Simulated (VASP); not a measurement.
# NaF (Fm-3m) in VASP: a series of runs, part 2 of 2

VASP 6.6.1. Earlier steps stand in the parts before.

### 5 Single point, PBE-based screened hybrid with 20 % exact exchange

The input, POSCAR:

```
NaF
1.0
    0.0000000000      2.2972417802      2.2972417802
    2.2972417802      0.0000000000      2.2972417802
    2.2972417802      2.2972417802      0.0000000000
Na F
1 1
Direct
    0.0000000000      0.0000000000      0.0000000000
    0.5000000000      0.5000000000      0.5000000000
```

The input, INCAR.step1:

```
SYSTEM = NaF
PREC = Accurate ; ENCUT = 520
EDIFF = 1E-5 ; ISMEAR = 0
SIGMA = 0.01 ; LREAL = .False.
LASPH = .True. ; NELM = 80
ALGO = Normal ; ISIF = 2
LWAVE = .True. ; LCHARG = .False.
GGA = PE ; NBANDS = 14
```

The input, INCAR.step2:

```
SYSTEM = NaF
PREC = Accurate ; ENCUT = 520
EDIFF = 1E-6 ; ISMEAR = 0
SIGMA = 0.01 ; LREAL = .False.
LASPH = .True. ; NELM = 80
ALGO = Normal ; ISIF = 2
LWAVE = .False. ; LCHARG = .False.
GGA = PE ; LHFCALC = .True.
AEXX = 0.2 ; HFSCREEN = 0.1
PRECFOCK = Normal ; ISTART = 1
NBANDS = 14
```

The input, KPOINTS:

```
Automatic mesh
0
Gamma
  4 4 4
  0 0 0
```

Potentials or basis: VASP PAW PBE potentials, release 64 (Na_pv, F).

Started as:

```
$ cat potpaw_PBE.64/Na_pv/POTCAR potpaw_PBE.64/F/POTCAR > POTCAR
$ cp INCAR.step1 INCAR
$ mpirun -np 1 vasp_std > vasp.out
$ cp INCAR.step2 INCAR
$ mpirun -np 1 vasp_std > vasp.out
```

OUTCAR:

```text
SYSTEM = NaF
   PREC = Accurate
   ENCUT = 520
   EDIFF = 1E-6
   ISMEAR = 0
   LREAL = .False.
   LASPH = .True.
   NELM = 80
   ISIF = 2
   GGA = PE
   LHFCALC = .True.
   AEXX = 0.2
   HFSCREEN = 0.1
   PRECFOCK = Normal
   ISTART = 1

 ion  position               nearest neighbor table
   1  0.000  0.000  0.000-   2 2.30   2 2.30   2 2.30   2 2.30   2 2.30   2 2.30
   2  0.500  0.500  0.500-   1 2.30   1 2.30   1 2.30   1 2.30   1 2.30   1 2.30

[... 316 lines left out ...]

------------------------ aborting loop because EDIFF is reached ----------------------------------------

  FORCE on cell =-STRESS in cart. coord.  units (eV):
  Direction    XX          YY          ZZ          XY          YZ          ZX
  --------------------------------------------------------------------------------------
  -------------------------------------------------------------------------------------
  Total        0.2869767      0.2869767      0.2869767      0.0000000      0.0000000     -0.0000000
  in kB       18.9630057     18.9630057     18.9630057      0.0000000      0.0000000     -0.0000000
  external PRESSURE =      18.9630057 kB  Pullay stress =       0.0000000 kB

 VOLUME and BASIS-vectors are now :
 -----------------------------------------------------------------------------
  energy-cutoff  :      520.00
  volume of cell :       24.25
      direct lattice vectors                 reciprocal lattice vectors
     0.000000000  2.297241780  2.297241780    -0.217652319  0.217652319  0.217652319
     2.297241780  0.000000000  2.297241780     0.217652319 -0.217652319  0.217652319
     2.297241780  2.297241780  0.000000000     0.217652319  0.217652319 -0.217652319

 POSITION                                       TOTAL-FORCE (eV/Angst)
 -----------------------------------------------------------------------------------
      0.00000      0.00000      0.00000         0.000000     -0.000000      0.000000
      2.29724      2.29724      2.29724        -0.000000      0.000000     -0.000000
 -----------------------------------------------------------------------------------
    total drift:                               -0.000001     -0.000002     -0.000002

  FREE ENERGIE OF THE ION-ELECTRON SYSTEM (eV)
  ---------------------------------------------------
  free  energy   TOTEN  =       -10.1663491210 eV

  energy  without entropy=      -10.1663491210  energy(sigma->0) =      -10.16634912
```

OUTCAR.step1:

```text
SYSTEM = NaF
   PREC = Accurate
   ENCUT = 520
   EDIFF = 1E-5
   ISMEAR = 0
   LREAL = .False.
   LASPH = .True.
[... 338 lines left out ...]
      0.00000      0.00000      0.00000        -0.000000     -0.000000     -0.000000
      2.29724      2.29724      2.29724         0.000000      0.000000      0.000000
 -----------------------------------------------------------------------------------
    total drift:                                0.000000     -0.000000      0.000000

  FREE ENERGIE OF THE ION-ELECTRON SYSTEM (eV)
  ---------------------------------------------------
  free  energy   TOTEN  =        -8.5490776020 eV

  energy  without entropy=       -8.5490776020  energy(sigma->0) =       -8.54907760
```

OSZICAR.step1:

```text
N       E                     dE             d eps       ncg     rms          rms(c)
DAV:   1     0.106032112548E+03    0.10603E+03   -0.80283E+03   224   0.122E+03
DAV:   2    -0.445052118119E+01   -0.11048E+03   -0.10542E+03   248   0.335E+02
DAV:   3    -0.940328876307E+01   -0.49528E+01   -0.49453E+01   284   0.654E+01
DAV:   4    -0.944129108027E+01   -0.38002E-01   -0.38001E-01   254   0.620E+00
DAV:   5    -0.944164677895E+01   -0.35570E-03   -0.35570E-03   284   0.596E-01    0.543E+00
DAV:   6    -0.855638750646E+01    0.88526E+00   -0.30184E+00   254   0.150E+01    0.179E+00
DAV:   7    -0.854712716451E+01    0.92603E-02   -0.29876E-02   224   0.206E+00    0.105E+00
DAV:   8    -0.854857730861E+01   -0.14501E-02   -0.27854E-02   236   0.319E+00    0.148E-01
DAV:   9    -0.854912909432E+01   -0.55179E-03   -0.36482E-03   256   0.564E-01    0.110E-01
DAV:  10    -0.854908090313E+01    0.48191E-04   -0.67196E-04   230   0.304E-01    0.144E-02
DAV:  11    -0.854907760196E+01    0.33012E-05   -0.21962E-05   242   0.625E-02
   1 F= -.85490776E+01 E0= -.85490776E+01  d E =-.914125-120
```

Wall time 3.2 min (1 thread of AMD EPYC 7R43 (Zen 3), shared host); peak memory 0.19 GiB.

What came out:

| Item | Value |
| --- | --- |
| Free energy | -10.1663 eV |
| Pressure | 1.9 GPa |
| Band gap on the k mesh | 8.48 eV |

Levels at points of the mesh, in eV from the valence-band top:
```tsv
k point	band 4	band 5	band 6	band 7	band 8	band 9	band 10	band 11
(0.00, 0.00, 0.00)	-20.01	0.00	0.00	0.00	8.48	21.40	21.40	21.40
(0.50, 0.00, 0.00)	-19.28	-1.68	-0.28	-0.28	13.03	14.92	22.68	22.68
(0.50, 0.50, 0.00)	-20.07	-1.36	-0.44	-0.44	15.45	15.59	16.10	22.53
```

Caveat: the k points lie up to 0.59 Å⁻¹ apart; the PAW data sets were made with another functional, which shifts forces and pressure a little.

### 6 Single point, PBE-based screened hybrid with 75 % exact exchange

POSCAR is that of step 5.

The input, INCAR.step1:

```
SYSTEM = NaF
ALGO = Normal ; EDIFF = 1E-5
ENCUT = 520 ; GGA = PE
ISIF = 2 ; ISMEAR = 0
LASPH = .True. ; LCHARG = .False.
LREAL = .False. ; LWAVE = .True.
NBANDS = 14 ; NELM = 100
PREC = Accurate ; SIGMA = 0.01
```

The input, INCAR.step2:

```
SYSTEM = NaF
AEXX = 0.75 ; ALGO = Normal
EDIFF = 1E-6 ; ENCUT = 520
GGA = PE ; HFSCREEN = 0.3
ISIF = 2 ; ISMEAR = 0
ISTART = 1 ; LASPH = .True.
LCHARG = .False. ; LHFCALC = .True.
LREAL = .False. ; LWAVE = .False.
NBANDS = 14 ; NELM = 100
PREC = Accurate ; PRECFOCK = Normal
SIGMA = 0.01
```

The input, KPOINTS:

```
k-points
0
Gamma
  4 4 4
  0 0 0
```

Potentials or basis: VASP PAW PBE potentials, release 64 (Na_pv, F).

Started as:

```
$ cat potpaw_PBE.64/Na_pv/POTCAR potpaw_PBE.64/F/POTCAR > POTCAR
$ cp INCAR.step1 INCAR
$ mpirun -np 1 vasp_std > vasp.out
$ cp INCAR.step2 INCAR
$ mpirun -np 1 vasp_std > vasp.out
```

Wall time 3.6 min (1 thread of AMD EPYC 7R43 (Zen 3), shared host); peak memory 0.2 GiB.

It converged, with:

- Free energy: -13.4468 eV
- Pressure: -1.7 GPa
- Band gap on the k mesh: 12.25 eV

Levels at points of the mesh, in eV from the valence-band top:
| k point | band 5 | band 6 | band 7 | band 8 | band 9 | band 10 |
| --- | --- | --- | --- | --- | --- | --- |
| (0.00, 0.00, 0.00) | 0.00 | 0.00 | 0.00 | 12.25 | 25.54 | 25.54 |
| (0.50, 0.00, 0.00) | -1.66 | -0.29 | -0.29 | 16.87 | 18.97 | 26.93 |
| (0.50, 0.50, 0.00) | -1.38 | -0.46 | -0.46 | 19.24 | 19.63 | 20.22 |

Caveat: the k points lie up to 0.59 Å⁻¹ apart; the PAW data sets were made with another functional, which shifts forces and pressure a little.

### 7 Single point, HSE06

POSCAR is that of step 6.

The input, INCAR.step1:

```
SYSTEM = NaF
PREC = Accurate ; ENCUT = 520
EDIFF = 1E-5 ; ISMEAR = -1
SIGMA = 0.5 ; LREAL = .FALSE.
LASPH = .TRUE. ; NELM = 100
ALGO = Normal ; ISIF = 2
LWAVE = .TRUE. ; LCHARG = .FALSE.
GGA = PE ; NBANDS = 14
```

The input, INCAR.step2:

```
SYSTEM = NaF
PREC = Accurate ; ENCUT = 520
EDIFF = 1E-6 ; ISMEAR = -1
SIGMA = 0.5 ; LREAL = .FALSE.
LASPH = .TRUE. ; NELM = 100
ALGO = Normal ; ISIF = 2
LWAVE = .FALSE. ; LCHARG = .FALSE.
GGA = PE ; LHFCALC = .TRUE.
HFSCREEN = 0.2079 ; PRECFOCK = Normal
ISTART = 1 ; NBANDS = 14
```

The input, KPOINTS:

```
regular mesh
0
G
  4 4 4
  0 0 0
```

Started as:

```
$ cat potpaw_PBE.64/Na_pv/POTCAR potpaw_PBE.64/F/POTCAR > POTCAR
$ cp INCAR.step1 INCAR
$ mpirun -np 1 vasp_std > vasp.out
$ cp INCAR.step2 INCAR
$ mpirun -np 1 vasp_std > vasp.out
```

It took 3.8 min on 1 thread of AMD EPYC 7R43 (Zen 3), shared host; peak memory 0.19 GiB.

It converged, with:

```yaml
Free_energy: -10.3085 eV
Pressure: 1.6 GPa
Band_gap_on_the_k_mesh: 8.61 eV
```

Levels at points of the mesh, in eV from the valence-band top:
| k point | band 5 | band 6 | band 7 | band 8 | band 9 | band 10 |
| --- | --- | --- | --- | --- | --- | --- |
| (0.00, 0.00, 0.00) | 0.00 | 0.00 | 0.00 | 8.61 | 21.56 | 21.56 |
| (0.50, 0.00, 0.00) | -1.68 | -0.28 | -0.28 | 13.17 | 15.07 | 22.85 |
| (0.50, 0.50, 0.00) | -1.36 | -0.44 | -0.44 | 15.59 | 15.74 | 16.25 |

Caveat: the k points lie up to 0.59 Å⁻¹ apart; the PAW data sets were made with another functional, which shifts forces and pressure a little.

### 8 Summary

```csv
level,k mesh,smearing,grid for exact exchange (PRECFOCK),share of exact exchange,screening parameter,gap on the mesh (eV),pressure (GPa)
PBE,6 × 6 × 6,gaussian 0.01 eV,-,-,-,6.44,3.5
HSE06,4 × 4 × 4,gaussian 0.01 eV,Normal,0.25,0.2079 1/Å,8.61,1.6
PBE-based screened hybrid with 30 % exact exchange,4 × 4 × 4,gaussian 0.01 eV,Normal,0.3,0.5 1/Å,8.12,1.4
PBE-based screened hybrid with 20 % exact exchange,4 × 4 × 4,gaussian 0.01 eV,Normal,0.2,0.1 1/Å,8.48,1.9
PBE-based screened hybrid with 75 % exact exchange,4 × 4 × 4,gaussian 0.01 eV,Normal,0.75,0.3 1/Å,12.25,-1.7
HSE06,4 × 4 × 4,fermi-dirac 0.5 eV,Normal,0.25,0.2079 1/Å,8.61,1.6
```

Alike in all rows: task single point; potentials or basis VASP PAW PBE potentials, release 64 (Na_pv, F); no spin polarisation; cell as given; cutoff (eV) 520.

Caveats: some runs use coarse meshes; the PAW data sets were made with another functional, which shifts forces and pressure a little (at least some runs); the cell stands under pressure (at least some runs).

Absolute energies hang on the potentials; compare differences alone.
